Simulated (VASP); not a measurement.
# Ti3C2 (P-6m2) in VASP: a series of runs

Runs on Ti3C2. Level: r2SCAN. Tasks: single point.

All numbers are computed with VASP 6.6.1; they aren't measurements. Logs are shortened: lines on timing, memory, paths and dates and some standing lists are left out, and cuts for length are marked.

### Step 1. The cell of the first run

Symmetry: P-6m2, No. 187, hexagonal system. The conventional cell has a = 3.064 Å, b = 3.064 Å, c = 16.119 Å, α = 90.00°, β = 90.00°, γ = 120.00°. Within 2.7 Å of Ti (site symmetry 3m) lie 3 C at 2.06 Å. Ti (site symmetry 3m) has 3 C at 2.06 Å within 2.7 Å. Ti (site symmetry 3m) has 6 C at 2.19 Å and 12 Ti at 2.95 to 3.06 Å within 3.1 Å. Within 2.7 Å of C (site symmetry 3m) lie 6 Ti at 2.06 to 2.19 Å. C (site symmetry 3m) has 6 Ti at 2.06 to 2.19 Å within 2.7 Å.

### Step 2. Single point, r2SCAN (the distance across one plane changed)

POSCAR reads:

```
Ti3C2
1.0
   -3.0640472894      0.0000000000      0.0000000000
   -1.5320236447     -2.6535427910      0.0000000000
    0.0000000000      0.0000000000     16.1185180878
Ti C
6 4
Direct
    0.3333333333      0.3333333333      0.5573319126
    0.6666666667      0.6666666667      0.0883521340
    0.6666666667      0.6666666667      0.8496074231
    0.3333333333      0.3333333333      0.3806276446
    0.0000000000      0.0000000000      0.7034696679
    0.0000000000      0.0000000000      0.2344898893
    0.6666666667      0.6666666667      0.6229576844
    0.3333333333      0.3333333333      0.1539779059
    0.6666666667      0.6666666667      0.3150018727
    0.3333333333      0.3333333333      0.7839816513
```

INCAR.step1 reads:

```
SYSTEM = Ti3C2
PREC = Accurate
ENCUT = 520
ISMEAR = 0
SIGMA = 0.15
LREAL = .False.
LASPH = .True.
NELM = 80
NBANDS = 55
GGA = PE
ALGO = Normal
EDIFF = 1E-4
LWAVE = .True.
LCHARG = .False.
```

INCAR.step2 reads:

```
SYSTEM = Ti3C2
PREC = Accurate
ENCUT = 520
EDIFF = 1E-6
ISMEAR = 0
SIGMA = 0.15
LREAL = .False.
LASPH = .True.
NELM = 80
ALGO = Normal
ISIF = 2
LWAVE = .False.
LCHARG = .False.
METAGGA = R2SCAN
LMIXTAU = .True.
NBANDS = 55
ISTART = 1
```

KPOINTS reads:

```
regular mesh
0
Gamma
  14 14 3
  0 0 0
```

Potentials or basis: VASP PAW PBE potentials, release 64 (Ti_sv, C).

Started as:

```console
$ cat potpaw_PBE.64/Ti_sv/POTCAR potpaw_PBE.64/C/POTCAR > POTCAR
$ cp INCAR.step1 INCAR
$ mpirun -np 1 vasp_std > vasp.out
$ cp INCAR.step2 INCAR
$ mpirun -np 1 vasp_std > vasp.out
```

OUTCAR:

```text
SYSTEM = Ti3C2
   PREC = Accurate
   ENCUT = 520
   EDIFF = 1E-6
   ISMEAR = 0
   LREAL = .False.
   LASPH = .True.
   NELM = 80
   ISIF = 2
   METAGGA = R2SCAN
   ISTART = 1

 ion  position               nearest neighbor table
   1  0.333  0.333  0.557-   7 2.06   7 2.06   7 2.06   4 2.85
   2  0.667  0.667  0.088-   8 2.06   8 2.06   8 2.06
   3  0.667  0.667  0.850-  10 2.06  10 2.06  10 2.06
   4  0.333  0.333  0.381-   9 2.06   9 2.06   9 2.06   1 2.85
   5  0.000  0.000  0.703-  10 2.19  10 2.19  10 2.19   7 2.19   7 2.19   7 2.19
   6  0.000  0.000  0.234-   8 2.19   9 2.19   9 2.19   8 2.19   9 2.19   8 2.19
   7  0.667  0.667  0.623-   1 2.06   1 2.06   1 2.06   5 2.19   5 2.19   5 2.19
   8  0.333  0.333  0.154-   2 2.06   2 2.06   2 2.06   6 2.19   6 2.19   6 2.19
   9  0.667  0.667  0.315-   4 2.06   4 2.06   4 2.06   6 2.19   6 2.19   6 2.19
  10  0.333  0.333  0.784-   3 2.06   3 2.06   3 2.06   5 2.19   5 2.19   5 2.19

  LATTYP: Found a hexagonal cell.
 ALAT       =     3.0640472894
 C/A-ratio  =     5.2605317626

  Lattice vectors:

 A1 = (   1.5320236447,   2.6535427910,   0.0000000000)
 A2 = (  -3.0640472894,   0.0000000000,   0.0000000000)
 A3 = (   0.0000000000,   0.0000000000,  16.1185180878)

Analysis of symmetry for initial positions (statically):
=====================================================================
 Subroutine PRICEL returns:
 Original cell was already a primitive cell.

 Routine SETGRP: Setting up the symmetry group for a
 hexagonal supercell.

 Subroutine GETGRP returns: Found 12 space group operations
 (whereof  6 operations were pure point group operations)
 out of a pool of 24 trial point group operations.

The static configuration has the point symmetry C_3v.
 The point group associated with its full space group is D_3h.

Analysis of symmetry for dynamics (positions and initial velocities):
=====================================================================
 Subroutine PRICEL returns:
 Original cell was already a primitive cell.

 Routine SETGRP: Setting up the symmetry group for a
 hexagonal supercell.

 Subroutine GETGRP returns: Found 12 space group operations
 (whereof  6 operations were pure point group operations)
 out of a pool of 24 trial point group operations.

The dynamic configuration has the point symmetry C_3v.
 The point group associated with its full space group is D_3h.

 Subroutine INISYM returns: Found 12 space group operations
 (whereof  6 operations are pure point group operations),
 and found     1 'primitive' translations

----------------------------------------------------------------------------------------

                                     Primitive cell

  volume of cell :     131.0529

  direct lattice vectors                    reciprocal lattice vectors
    -3.064047289  0.000000000  0.000000000    -0.326365720  0.188427336  0.000000000
    -1.532023645 -2.653542791  0.000000000     0.000000000 -0.376854673  0.000000000
     0.000000000  0.000000000 16.118518088     0.000000000  0.000000000  0.062040443

  length of vectors
     3.064047289  3.064047289 16.118518088     0.376854673  0.376854673  0.062040443

  position of ions in fractional coordinates (direct lattice)
     0.333333333  0.333333333  0.557331913
     0.666666667  0.666666667  0.088352134
     0.666666667  0.666666667  0.849607423
     0.333333333  0.333333333  0.380627645
     0.000000000  0.000000000  0.703469668
     0.000000000  0.000000000  0.234489889
     0.666666667  0.666666667  0.622957684
     0.333333333  0.333333333  0.153977906
     0.666666667  0.666666667  0.315001873
     0.333333333  0.333333333  0.783981651

  ion indices of the primitive-cell ions
   primitive index   ion index
                 1           1
                 2           2
                 3           3
                 4           4
                 5           5
                 6           6
                 7           7
                 8           8
                 9           9
                10          10

----------------------------------------------------------------------------------------

 KPOINTS: regular mesh

Automatic generation of k-mesh.
 Grid dimensions read from file:
 generate k-points for:   14   14    3

 Generating k-lattice:

  Cartesian coordinates                     Fractional coordinates (reciprocal lattice)
    -0.023311837  0.013459095  0.000000000     0.071428571 -0.000000000  0.000000000
     0.000000000 -0.026918191  0.000000000     0.000000000  0.071428571  0.000000000
     0.000000000  0.000000000  0.020680148     0.000000000  0.000000000  0.333333333

  Length of vectors
     0.026918191  0.026918191  0.020680148

  Shift w.r.t. Gamma in fractional coordinates (k-lattice)
     0.000000000  0.000000000  0.000000000

 Subroutine IBZKPT returns following result:
 ===========================================

 Found     48 irreducible k-points:

 Following reciprocal coordinates:
            Coordinates               Weight
  0.000000  0.000000  0.000000      1.000000
  0.071429  0.000000  0.000000      6.000000
  0.142857  0.000000  0.000000      6.000000
  0.214286  0.000000  0.000000      6.000000
  0.285714  0.000000  0.000000      6.000000
  0.357143  0.000000  0.000000      6.000000
[... 16 lines left out ...]
 -0.428571  0.285714  0.000000      6.000000
 -0.357143  0.285714  0.000000      6.000000
 [... further k-points ...]
   k-points           NKPTS =     48   k-points in BZ     NKDIM =     48   number of bands    NBANDS=     55
   number of dos      NEDOS =    301   number of ions     NIONS =     10
   total plane-waves  NPLWV =  69120
   dimension x,y,z NGX =    24 NGY =   24 NGZ =  120
   dimension x,y,z NGXF=    48 NGYF=   48 NGZF=  240
   ions per type =               6   4
   NGX,Y,Z   is equivalent  to a cutoff of  13.02, 13.02, 12.38 a.u.
   NGXF,Y,Z  is equivalent  to a cutoff of  26.04, 26.04, 24.75 a.u.
 SYSTEM =  Ti3C2
   PREC   = accura    normal or accurate (medium, high low for compatibility)
   ISTART =      1    job   : 0-new  1-cont  2-samecut
   ICHARG =      0    charge: 1-file 2-atom 10-const
   ISPIN  =      1    spin polarized calculation?
   LNONCOLLINEAR =      F non collinear calculations
   LSORBIT =      F    spin-orbit coupling
   LASPH  =      T    aspherical Exc in radial PAW
   ENCUT  =  520.0 eV  38.22 Ry    6.18 a.u.   5.70  5.70 29.97*2*pi/ulx,y,z
   NELM   =     80;   NELMIN=  2; NELMDL=  0     # of ELM steps
   EDIFF  = 0.1E-05   stopping-criterion for ELM
   LREAL  =      F    real-space projection
   EDIFFG = 0.1E-04   stopping-criterion for IOM
   NSW    =      0    number of steps for IOM
   IBRION =     -1    ionic relax: 0-MD 1-quasi-New 2-CG
   NFREE  =      0    steps in history (QN), initial steepest desc. (CG)
   ISIF   =      2    stress and relaxation
   ISYM   =      2    0-nonsym 1-usesym 2-fastsym
   POTIM  = 0.5000    time-step for ionic-motion
   TEBEG  =    0.0;   TEEND  =   0.0 temperature during run
   PSTRESS=    0.0 pullay stress
   NELECT =      88.0000    total number of electrons
   NUPDOWN=      -1.0000    fix difference up-down
   EMIN   =  10.00;   EMAX   =-10.00  energy-range for DOS
   EFERMI =   0.00;   METHOD = LEGACY
   ISMEAR =     0;   SIGMA  =   0.15  broadening in eV -4-tet -1-fermi 0-gaus
   EFERMI_NEDOS =   21; number of points for ismear=-14 and -15
   IALGO  =     38    algorithm
   IMIX   =      4    mixing-type and parameters
     AMIX     =   0.40;   BMIX     =  1.00
     AMIX_MAG =   1.60;   BMIX_MAG =  1.00
  volume/ion in A,a.u.               =      13.11        88.44
  Fermi-wavevector in a.u.,A,eV,Ry     =   1.433574  2.709062 27.961808  2.055135
  Thomas-Fermi vector in A             =   2.553077
   LORBIT       =      0    0 simple, 1 ext, 2 COOP (PROOUT), +10 PAW based schemes
   METAGGA = R2SCAN    functional components
   LHFCALC =     F    Hartree Fock is set to
   AEXX    =    0.0000 exact exchange contribution
   IVDW    =     0    specifies the selected vdW correction
   LEPSILON=     F    determine dielectric tensor
   LRPA    =     F    only Hartree local field effects (RPA)
 non-spin polarized calculation
 Gauss-broadening in eV      SIGMA  =   0.15
  energy-cutoff  :      520.00
  volume of cell :      131.05
 maximum number of plane-waves:      3563
   NGX = 11   NGY = 11   NGZ = 59

 number of electron      87.9999979 magnetization

 Free energy of the ion-electron system (eV)
  ---------------------------------------------------
  ext. energy  EPLUGINS =         0.00000000
  ---------------------------------------------------
  free energy    TOTEN  =      -124.95185681 eV

  energy without entropy =     -124.91269031  energy(sigma->0) =     -124.93227356

 E-fermi :   8.0801     XC(G=0): -12.3359

 val. band max:        8.0746189277   @ k =   0.5000   0.2143   0.3333
 cond. band min:       8.1135310141   @ k =   0.2857   0.1429   0.0000
 fundamental gap:      0.0389120864
 Fermi energy:         8.0801205073

 k-point     1 :       0.0000    0.0000    0.0000
  band No.  band energies     occupation
      1     -51.3953      2.00000
      2     -51.3948      2.00000
      3     -51.3352      2.00000
      4     -51.3100      2.00000
      5     -51.1674      2.00000
      6     -51.1663      2.00000
[... 47 lines left out ...]
     54       9.6190      0.00000
     55       9.8299      0.00000

 k-point     2 :       0.0714    0.0000    0.0000
  band No.  band energies     occupation
      1     -51.3926      2.00000
      2     -51.3921      2.00000
      3     -51.3326      2.00000
      4     -51.3073      2.00000
      5     -51.1653      2.00000
      6     -51.1643      2.00000
[... 47 lines left out ...]
     54       9.7022      0.00000
     55       9.8492      0.00000
[... 1216 lines left out ...]
     54      10.7466      0.00000
     55      10.8800      0.00000

 k-point    24 :      -0.3571    0.2857    0.0000
  band No.  band energies     occupation
      1     -51.3353      2.00000
      2     -51.3349      2.00000
      3     -51.2744      2.00000
      4     -51.2491      2.00000
      5     -51.1215      2.00000
      6     -51.1215      2.00000
[... 47 lines left out ...]
     54      10.8847      0.00000
     55      10.9023      0.00000

 [... further k-points ...]
[... 5 lines left out ...]
  --------------------------------------------------------------------------------------
  -------------------------------------------------------------------------------------
  Total        1.7574659      1.7574659     -3.8421382      0.0000000     -0.0000000      0.0000000
  in kB       21.4857645     21.4857645    -46.9717669      0.0000000     -0.0000000      0.0000000
  external PRESSURE =      -1.3334126 kB  Pullay stress =       0.0000000 kB

 VOLUME and BASIS-vectors are now :
 -----------------------------------------------------------------------------
  energy-cutoff  :      520.00
  volume of cell :      131.05
      direct lattice vectors                 reciprocal lattice vectors
    -3.064047289  0.000000000  0.000000000    -0.326365720  0.188427336  0.000000000
    -1.532023645 -2.653542791  0.000000000     0.000000000 -0.376854673  0.000000000
     0.000000000  0.000000000 16.118518088     0.000000000  0.000000000  0.062040443

 POSITION                                       TOTAL-FORCE (eV/Angst)
 -----------------------------------------------------------------------------------
     -1.53202     -0.88451      8.98336         0.000000      0.000000     -0.014450
     -3.06405     -1.76903      1.42411        -0.000000     -0.000000     -0.575592
     -3.06405     -1.76903     13.69441        -0.000000     -0.000000      0.575592
     -1.53202     -0.88451      6.13515         0.000000      0.000000      0.014450
      0.00000      0.00000     11.33889        -0.000000     -0.000000     -0.009330
      0.00000      0.00000      3.77963         0.000000     -0.000000      0.009330
     -3.06405     -1.76903     10.04115         0.000000      0.000000     -0.005661
     -1.53202     -0.88451      2.48190        -0.000000     -0.000000     -0.368690
     -3.06405     -1.76903      5.07736         0.000000      0.000000      0.005661
     -1.53202     -0.88451     12.63662        -0.000000     -0.000000      0.368690
 -----------------------------------------------------------------------------------
    total drift:                                0.000000      0.000000     -0.000006

  FREE ENERGIE OF THE ION-ELECTRON SYSTEM (eV)
  ---------------------------------------------------
  free  energy   TOTEN  =      -124.9518568055 eV

  energy  without entropy=     -124.9126903106  energy(sigma->0) =     -124.93227356
```

Run time: 64 min. Hardware: 1 thread of Intel Xeon 8259CL, shared host; peak memory 0.4 GiB.

Results:

```
Free energy            : -124.9519 eV
Pressure               : -0.1 GPa
Largest force          : 0.576 eV/Å
Band gap on the k mesh : zero (bands 44 and 45 overlap by 0.69 eV)
```

Forces on the atoms (eV/Å):
```
Ti   0.000  0.000 -0.014
Ti   0.000  0.000 -0.576
Ti   0.000  0.000  0.576
Ti   0.000  0.000  0.014
Ti   0.000  0.000 -0.009
Ti   0.000  0.000  0.009
C    0.000  0.000 -0.006
C    0.000  0.000 -0.369
C    0.000  0.000  0.006
C    0.000  0.000  0.369
```

Stress tensor (GPa, compression positive):
```
 2.15  0.00  0.00
 0.00  2.15  0.00
 0.00  0.00 -4.70
```

Levels at points of the mesh, in eV from the Fermi level:
| k point | band 41 | band 42 | band 43 | band 44 | band 45 | band 46 | band 47 | band 48 |
| --- | --- | --- | --- | --- | --- | --- | --- | --- |
| (0.00, 0.00, 0.00) | -2.08 | -1.80 | 0.37 | 0.47 | 0.47 | 0.50 | 0.54 | 0.54 |
| (0.50, 0.00, 0.00) | -1.91 | -1.77 | -1.35 | -0.39 | 0.47 | 0.90 | 1.30 | 1.75 |

Caveat: the cell differs from its parent crystal (the distance across one plane changed); the stress differs along the axes, from -5 to 2 GPa; the PAW data sets were made with another functional, which shifts forces and pressure a little.

### Step 3. Single point, r2SCAN (the distance across one plane changed)

POSCAR reads:

```
Ti3C2
1.0
   -3.0640472894      0.0000000000      0.0000000000
   -1.5320236447     -2.6535427910      0.0000000000
    0.0000000000      0.0000000000     21.1185180878
Ti C
6 4
Direct
    0.3333333333      0.3333333333      0.4253785458
    0.6666666667      0.6666666667      0.0674339679
    0.6666666667      0.6666666667      0.6484551880
    0.3333333333      0.3333333333      0.2905106101
    0.0000000000      0.0000000000      0.5369168669
    0.0000000000      0.0000000000      0.1789722890
    0.6666666667      0.6666666667      0.4754668231
    0.3333333333      0.3333333333      0.1175222452
    0.6666666667      0.6666666667      0.2404223328
    0.3333333333      0.3333333333      0.5983669107
```

INCAR.step1 reads:

```
PREC     = Accurate       # precision mode
ENCUT    = 520            # plane-wave cutoff, eV
ISMEAR   = 0              # smearing method
SIGMA    = 0.15           # smearing width, eV
LREAL    = F              # projectors in reciprocal space
LASPH    = T              # aspherical terms in the spheres
NELM     = 100            # most SCF steps
NBANDS   = 55             # bands
GGA      = PE             # functional
ALGO     = Normal         # electronic algorithm
EDIFF    = 1E-4           # SCF threshold, eV
LWAVE    = T              # write WAVECAR
LCHARG   = F              # write CHGCAR
```

INCAR.step2 reads:

```
PREC     = Accurate       # precision mode
ENCUT    = 520            # plane-wave cutoff, eV
EDIFF    = 1E-7           # SCF threshold, eV
ISMEAR   = 0              # smearing method
SIGMA    = 0.15           # smearing width, eV
LREAL    = F              # projectors in reciprocal space
LASPH    = T              # aspherical terms in the spheres
NELM     = 100            # most SCF steps
ALGO     = Normal         # electronic algorithm
ISIF     = 2              # what is computed and relaxed
LWAVE    = F              # write WAVECAR
LCHARG   = T              # write CHGCAR
METAGGA  = R2SCAN         # meta-GGA
LMIXTAU  = T            
LELF     = T              # ELF
LVHAR    = T            
NBANDS   = 55             # bands
ISTART   = 1
```

KPOINTS reads:

```
regular mesh
0
Gamma
  14 14 3
```

Potentials or basis: VASP PAW PBE potentials, release 64 (Ti_sv, C).

Started as:

```console
$ cat potpaw_PBE.64/Ti_sv/POTCAR potpaw_PBE.64/C/POTCAR > POTCAR
$ cp INCAR.step1 INCAR
$ mpirun -np 1 vasp_std > vasp.out
$ cp INCAR.step2 INCAR
$ mpirun -np 1 vasp_std > vasp.out
```

Run time: 1.6 h. Hardware: 1 thread of Oxide Virtual Turin-like, shared host; peak memory 0.5 GiB.

Results (log left out):

```yaml
Free_energy: -123.9175 eV
Largest_force: 0.335 eV/Å
Band_gap_on_the_k_mesh: zero (bands 44 and 45 overlap by 0.79 eV)
```

Forces in eV/Å, atoms in the order of the input:
```
Ti   0.000  0.000 -0.055
Ti   0.000  0.000  0.199
Ti   0.000  0.000 -0.199
Ti   0.000  0.000  0.055
Ti   0.000  0.000 -0.035
Ti   0.000  0.000  0.035
C    0.000  0.000 -0.027
C    0.000  0.000 -0.335
C    0.000  0.000  0.027
C    0.000  0.000  0.335
```

Levels at points of the mesh, in eV from the Fermi level:
| k point | band 40 | band 41 | band 42 | band 43 | band 44 | band 45 | band 46 | band 47 | band 48 | band 49 |
| --- | --- | --- | --- | --- | --- | --- | --- | --- | --- | --- |
| (0.00, 0.00, 0.00) | -1.96 | -1.96 | -0.55 | -0.49 | 0.53 | 0.59 | 0.59 | 0.66 | 0.67 | 0.67 |
| (0.50, 0.00, 0.00) | -2.06 | -1.78 | -1.65 | -1.27 | 0.27 | 0.27 | 0.56 | 1.76 | 1.86 | 2.29 |

Caveat: the cell differs from its parent crystal (the distance across one plane changed); there is no dipole correction, which matters where the two faces differ; the PAW data sets were made with another functional, which shifts forces and pressure a little.

The gap in the log of VASP goes by the Fermi energy; the results here count the filled bands.